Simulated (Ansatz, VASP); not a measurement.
**SnO2: VASP beside Ansatz**

File INCAR:

```
SYSTEM = SnO2
  PREC = Accurate
  ENCUT = 520
  EDIFF = 1E-7
  ISMEAR = -1
  SIGMA = 0.03
  LREAL = .FALSE.
  LASPH = .TRUE.
  NELM = 80
  ALGO = Normal
  ISIF = 2
  LWAVE = .FALSE.
  LCHARG = .FALSE.
  GGA = PE
  NBANDS = 35
```

File KPOINTS:

```
regular mesh
0
G
  4 4 6
  0 0 0
```

POSCAR

```
SnO2
1.0
    4.7996907017      0.0000000000      0.0000000000
    0.0000000000      4.7996907017      0.0000000000
    0.0000000000      0.0000000000      3.2283311243
Sn O
2 4
Direct
    0.0000000000      0.0000000000      0.0000000000
    0.5000000000      0.5000000000      0.5000000000
    0.3056200000      0.3056200000      0.0000000000
    0.1943800000      0.8056200000      0.5000000000
    0.6943800000      0.6943800000      0.0000000000
    0.8056200000      0.1943800000      0.5000000000
```

Input for Ansatz:

```yaml
crystal:
  lattice:
    - [4.7996907017, 0.0, 0.0]
    - [0.0, 4.7996907017, 0.0]
    - [0.0, 0.0, 3.2283311243]
  atoms:
    - { symbol: Sn, position: [0.0, 0.0, 0.0] }
    - { symbol: Sn, position: [0.5, 0.5, 0.5] }
    - { symbol: O, position: [0.30562, 0.30562, 0.0] }
    - { symbol: O, position: [0.19438, 0.80562, 0.5] }
    - { symbol: O, position: [0.69438, 0.69438, 0.0] }
    - { symbol: O, position: [0.80562, 0.19438, 0.5] }
kpoints:
  mp_grid: { grid: [4, 4, 6] }
  band_path:
    path:
      - [0.0, 0.0, 0.0]
      - [0.0, 0.5, 0.0]
      - [0.5, 0.5, 0.0]
      - [0.0, 0.0, 0.0]
      - [0.0, 0.0, 0.5]
      - [0.0, 0.5, 0.5]
      - [0.5, 0.5, 0.5]
      - [0.0, 0.0, 0.5]
      - [0.0, 0.5, 0.0]
    npoints: 5
scf:
  occupations: { method: fermi_dirac, width: 0.03 }
hamiltonian:
  xc: pbe
  pseudopotentials: { kind: all_electron, lapw: { basis_error: 0.001 } }
output:
  forces: true
  stress: true
  eigenvalues: true
```

Change from the starting cell: volume scaled by 1.04.

Alike in both runs: task single point; functional PBE; k mesh 4 × 4 × 6; occupations fermi-dirac, width 0.03 eV; no spin polarisation.

```csv
,VASP,Ansatz
version,VASP 6.6.1,Ansatz 0.2.0
potentials or method,"VASP PAW PBE potentials, release 64 (Sn_d, O), cutoff 520 eV","all-electron LAPW, scalar-relativistic"
```

Ansatz gave:

| Property | Result |
| --- | --- |
| pressure (GPa) | 2.4 |
| traceless stress, the component that is largest in VASP (GPa) | 0.01 |
| rms of the force components (eV/Å) | 0.045 |

Problem. Which values does VASP return?

Solution. Pressure (GPa): 3.1; traceless stress, the component that is largest in VASP (GPa): 0.20; rms of the force components (eV/Å): 0.037.

Atom by atom the forces differ by 0.008 eV/Å (rms over components). Ansatz ran all-electron here, and VASP with PAW potentials.
